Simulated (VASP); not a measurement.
Set up this calculation in VASP 6.6.1, as the native input.

| Property | Result |
| --- | --- |
| Task | single point |
| Functional | PBEsol |
| Potentials or basis | VASP PAW PBE potentials, release 64 (Si, O) |
| Cutoff | 520 eV |
| k mesh | 1 × 1 × 1, shifted |
| Occupations | fermi-dirac, width 0.05 eV |
| Spin | no spin polarisation |
| Dipole correction | no |
| Mended | yes |
| Further INCAR settings | LREAL = Auto; ALGO = Normal; EDIFF = 1e-06; NBANDS = 231; ISYM = -1 |

The structure of Si23O48 (a cell with a defect) lies in POSCAR:

```
Si23O48
1.0
    9.9016390000      0.0000000000      0.0000000000
   -4.9508190000      8.5750710000      0.0000000000
    0.0000000000      0.0000000000     10.8858800000
Si O
23 48
Direct
    0.2255020000      0.9882330000      0.1699680000
    0.2716190000      0.0174620000      0.6487590000
    0.2443700000      0.5112710000      0.1575140000
    0.2176520000      0.4776150000      0.6466160000
    0.7723880000      0.0119790000      0.1849120000
    0.7277570000      0.9928620000      0.6641950000
    0.7154700000      0.4857950000      0.1817280000
    0.7411140000      0.5143910000      0.6697530000
    0.0173090000      0.2711830000      0.3518320000
    0.9885060000      0.2255580000      0.8307370000
    0.9930230000      0.7273350000      0.3364730000
    0.0123270000      0.7722840000      0.8158380000
    0.4773820000      0.2176310000      0.3542030000
    0.5117710000      0.2439840000      0.8431610000
    0.5145910000      0.7407680000      0.3310180000
    0.4859860000      0.7153930000      0.8189500000
    0.2481080000      0.2477910000      0.0002420000
    0.2616740000      0.7681970000      0.9927970000
    0.2598720000      0.7465170000      0.4994260000
    0.7684140000      0.2614010000      0.0080650000
    0.7464250000      0.2595630000      0.5011090000
    0.7544450000      0.7542880000      0.0003200000
    0.7648160000      0.7645040000      0.5003990000
    0.1905310000      0.1147270000      0.1055250000
    0.2684500000      0.1439100000      0.5480950000
    0.1927980000      0.6233900000      0.0885780000
    0.1877570000      0.6188910000      0.6090930000
    0.7436540000      0.1369160000      0.1126680000
    0.7041230000      0.1310770000      0.6083360000
    0.6981610000      0.6149420000      0.1017130000
    0.6964810000      0.6373800000      0.6108610000
    0.3392810000      0.0667430000      0.2874700000
    0.4031670000      0.1018870000      0.7527700000
    0.4044440000      0.6094110000      0.2335760000
    0.3645440000      0.5531750000      0.7452910000
    0.9184430000      0.1020360000      0.2823880000
    0.8480440000      0.0611830000      0.7795130000
    0.8502680000      0.5651460000      0.2858900000
    0.9062280000      0.6137070000      0.7395280000
    0.4220530000      0.2468480000      0.4949630000
    0.4101180000      0.2751930000      0.9433040000
    0.4147660000      0.7584550000      0.4403020000
    0.4071870000      0.7756740000      0.9200480000
    0.9110210000      0.3153150000      0.4349720000
    0.9254710000      0.3060530000      0.9289830000
    0.9299870000      0.7928700000      0.4465590000
    0.9099990000      0.7988500000      0.9197040000
    0.1433390000      0.2682120000      0.4530480000
    0.1152990000      0.1907270000      0.8947940000
    0.1313060000      0.7036330000      0.3921450000
    0.1368900000      0.7433030000      0.8884120000
    0.6181980000      0.1871200000      0.3918900000
    0.6237140000      0.1922310000      0.9121630000
    0.6377400000      0.6963600000      0.3899040000
    0.6149850000      0.6979150000      0.8990280000
    0.1020570000      0.4023180000      0.2475950000
    0.0666480000      0.3396450000      0.7133330000
    0.0611610000      0.8476860000      0.2211800000
    0.1027120000      0.9184710000      0.7185090000
    0.5532850000      0.3644470000      0.2554620000
    0.6100690000      0.4043280000      0.7674380000
    0.6136480000      0.9057320000      0.2609880000
    0.5655130000      0.8501400000      0.7147560000
    0.2759150000      0.4098970000      0.0573150000
    0.2461520000      0.4221760000      0.5056670000
    0.3062800000      0.9251440000      0.0720320000
    0.3154000000      0.9114560000      0.5649080000
    0.7755620000      0.4069350000      0.0805330000
    0.7585730000      0.4144390000      0.5604620000
    0.7990060000      0.9099110000      0.0808430000
    0.7934150000      0.9297350000      0.5542750000
```

The input as run:

INCAR

```
ALGO = Normal
EDIFF = 1E-6
ENCUT = 520
GGA = PS
GGA_COMPAT = F
ISIF = 2
ISMEAR = -1
ISYM = -1
LASPH = T
LCHARG = T
LELF = T
LREAL = Auto
LVHAR = T
LWAVE = F
NBANDS = 231
NELM = 120
PREC = Accurate
SIGMA = 0.05
```

KPOINTS

```
explicit points
1
Reciprocal
  0.25000000   0.25000000   0.25000000 1
```

Potentials or basis: VASP PAW PBE potentials, release 64 (Si, O).

The run is started by

```bash
$ cat potpaw_PBE.64/Si/POTCAR potpaw_PBE.64/O/POTCAR > POTCAR
$ mpirun -np 1 vasp_std > vasp.out
```

Results of the run:

The pressure is 0.0 GPa. The largest force is 0.169 eV/Å. The band gap on the k mesh is 3.70 eV.

Caveat: the PAW data sets were made with another functional, which shifts forces and pressure a little.

Wall time 8.1 min on 1 thread of Intel(R) Xeon(R) 6975P-C (Granite Rapids) (shared host), peak memory 1 GiB.
